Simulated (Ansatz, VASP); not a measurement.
## One calculation of ScNb2O3, two programs

```
Sc Nb O
1.0
     3.10576   -2.54034    0.00000
     3.10576    2.54034    0.00000
    -0.71880    0.00000   10.12005
Sc Nb O
2 4 6
Cartesian
  1.8358 -1.3976 0.0746
  1.4764 1.3976 5.1346
  3.4856 -1.1766 7.9824
  3.8450 1.1766 2.9224
  4.0541 1.2821 6.7860
  4.4135 -1.2821 1.7259
  2.1448 0.4159 7.1013
  2.5042 -0.4159 2.0412
  3.1165 -0.5951 9.8850
  2.8557 -2.0700 6.1207
  3.2151 2.0700 1.0607
  3.4759 0.5951 4.8249
```

Change from the starting cell: the structure that the rattled cell fell into.

Alike in both runs: functional PBE; k mesh 4 × 4 × 2; occupations gaussian, width 0.1 eV; no spin polarisation.

Ansatz relaxed the structure, and its values are those at the end. VASP's run is a single point on that final structure, the one shown.

|  | VASP | Ansatz |
| --- | --- | --- |
| version | VASP 6.6.1 | Ansatz 0.2.0 |
| potentials or method | VASP PAW PBE potentials, release 64 (Sc_sv, Nb_sv, O), cutoff 520 eV | scalar-relativistic, plane waves, PAW |
| valence electrons in the cell | 110 | 110 |

Ansatz gave:

```
gap on the k mesh at the Fermi level (eV) : none
pressure (GPa)                            : 0.0
rms of the force components (eV/Å)        : 0.010
```

Q: What did VASP give for the same quantities?

A: gap on the k mesh at the Fermi level (eV): none; pressure (GPa): 0.1; rms of the force components (eV/Å): 0.017.

A gap of «none» marks a metal or a gap that the smearing closes.

The k mesh is coarse, so the values compare programs but aren't converged.
